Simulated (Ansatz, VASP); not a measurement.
## In: VASP beside Ansatz

File INCAR:

```
  PREC = Accurate
  ENCUT = 520
  EDIFF = 1E-6
  ISMEAR = -1
  SIGMA = 0.08
  LREAL = False
  LASPH = True
  NELM = 80
  ALGO = Normal
  ISIF = 2
  LWAVE = False
  LCHARG = False
  GGA = PE
  NBANDS = 34
```

File KPOINTS:

```
Automatic mesh
0
Gamma
  14 14 1
```

File POSCAR:

```
In
1.0
    3.3886613688      0.0000000000      0.0000000000
   -1.6943306844      2.9346668302      0.0000000000
    0.0000000000      0.0000000000     24.3005000000
In
4
Direct
    0.0000000000      0.0000000000      0.3345074082
    0.3333333333      0.6666666667      0.4451810317
    0.6666666667      0.3333333333      0.5548189681
    0.0000000000      0.0000000000      0.6654925913
```

Input for Ansatz:

```yaml
crystal:
  lattice:
    - [3.3886613688, 0.0, 0.0]
    - [-1.6943306844, 2.9346668302, 0.0]
    - [0.0, 0.0, 24.3005]
  atoms:
    - { symbol: In, position: [0.0, 0.0, 0.3345074082] }
    - { symbol: In, position: [0.3333333333, 0.6666666667, 0.4451810317] }
    - { symbol: In, position: [0.6666666667, 0.3333333333, 0.5548189681] }
    - { symbol: In, position: [0.0, 0.0, 0.6654925913] }
kpoints:
  mp_grid: { grid: [14, 14, 1] }
scf:
  occupations: { method: fermi_dirac, width: 0.08 }
hamiltonian:
  xc: pbe
  pseudopotentials: { kind: paw }
output:
  forces: true
  stress: true
  eigenvalues: true
  core_levels:
    shells: { In: ["3d"] }
    counted_from: fermi_level
    add_spin: false
```

Alike in both runs: task single point; functional PBE; k mesh 14 × 14 × 1; occupations fermi-dirac, width 0.08 eV; no spin polarisation.

|  | VASP | Ansatz |
| --- | --- | --- |
| version | VASP 6.6.1 | Ansatz 0.2.0 |
| potentials or method | VASP PAW PBE potentials, release 64 (In_d) | PAW with Ansatz's default frozen-core files, scalar-relativistic |
| plane-wave cutoff (eV) | 520 | 420 |
| valence electrons in the cell | 52 | 52 |

|  | VASP | Ansatz | Ansatz less VASP |
| --- | --- | --- | --- |
| rms of the force components (eV/Å) | 0.003 | 0.003 | -0.0002 |

Atom by atom the forces differ by 0.001 eV/Å (rms over components). With one functional, cell and mesh, what is left measures potentials, basis and numerics.
